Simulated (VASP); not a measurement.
The system is O.

```
O
1.0
     2.70150   -1.71450    0.00000
     2.70150    1.71450    0.00000
    -1.96499    0.00000    3.74799
O
2
Direct
  0.06400 0.06400 0.15300
  0.93600 0.93600 0.84700
```

Base run:

* Program: VASP 6.6.1
* Functional: RPBE
* Potentials or basis: VASP PAW PBE potentials, release 64 (O)
* Cutoff: 520 eV
* k mesh: 11 × 11 × 8
* Occupations: fermi-dirac, width 0.01 eV
* Spin: no spin polarisation

Its results: band gap on the k mesh zero (bands 6 and 7 overlap by 0.58 eV); pressure 13.1 GPa; largest force 8.414 eV/Å.

The run is repeated on the same cell with these changes: functional from RPBE to PBE. What comes out?

Band gap on the k mesh zero (bands 6 and 7 overlap by 0.60 eV); pressure 11.0 GPa; largest force 7.999 eV/Å.

PBE binds more tightly than RPBE, so the same cell stands under less pressure.

Caveats: the standard files for N, O and F lose accuracy on very short bonds; spin is off for a triplet molecule; this functional lacks dispersion, which holds the molecules together, so the pressure and a relaxed volume are unreliable; the stress differs along the axes, from -4 to 45 GPa (at least some runs); the PAW data sets were made with another functional, which shifts forces and pressure a little (at least some runs); the stress differs along the axes, from -5 to 42 GPa (at least some runs); forces of over 1 eV/Å act on the atoms, so gaps and moduli don't describe the material at rest (at least some runs).
